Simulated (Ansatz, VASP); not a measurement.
# Two plane-wave programs on Si

```xyz
8
Lattice="-3.3222 -3.3222 1.9187 -3.3222 3.3222 -1.9187 3.3222 -3.3222 -5.7560" Properties=species:S:1:pos:R:3 pbc="T T T"
Si   -2.1346   -1.6446   -1.4287
Si   -2.1346   -2.1346   -5.7560
Si   -1.1876   -1.1876    0.0000
Si   -1.1876   -1.1876   -3.8374
Si   -1.1876    1.1876   -3.8374
Si    2.1346   -2.1346   -5.7560
Si   -2.1346    2.1346   -1.9187
Si    1.1876   -1.1876   -3.8374
```

Alike in both runs: task single point; functional PBEsol; k mesh 8 × 8 × 8; occupations gaussian, width 0.03 eV; no spin polarisation.

|  | VASP | Ansatz |
| --- | --- | --- |
| version | VASP 6.6.1 | Ansatz 0.2.0 |
| potentials or method | VASP PAW PBE potentials, release 64 (Si), cutoff 520 eV | scalar-relativistic, plane waves, PAW |
| valence electrons in the cell | 32 | 32 |

VASP gave:

| Property | Result |
| --- | --- |
| gap on the k mesh at the Fermi level (eV) | none |
| pressure (GPa) | 6.2 |
| traceless stress, the component that is largest in VASP (GPa) | 10.79 |
| rms of the force components (eV/Å) | 4.853 |

Question: What did Ansatz give for the same quantities?

Answer: gap on the k mesh at the Fermi level (eV): none; pressure (GPa): 6.2; traceless stress, the component that is largest in VASP (GPa): 10.86; rms of the force components (eV/Å): 4.886.

VASP's potentials were made for PBE, not for PBEsol, and Ansatz warns of the same on its side. Atom by atom the forces differ by 0.034 eV/Å (rms over components). A gap of «none» marks a metal or a gap that the smearing closes.
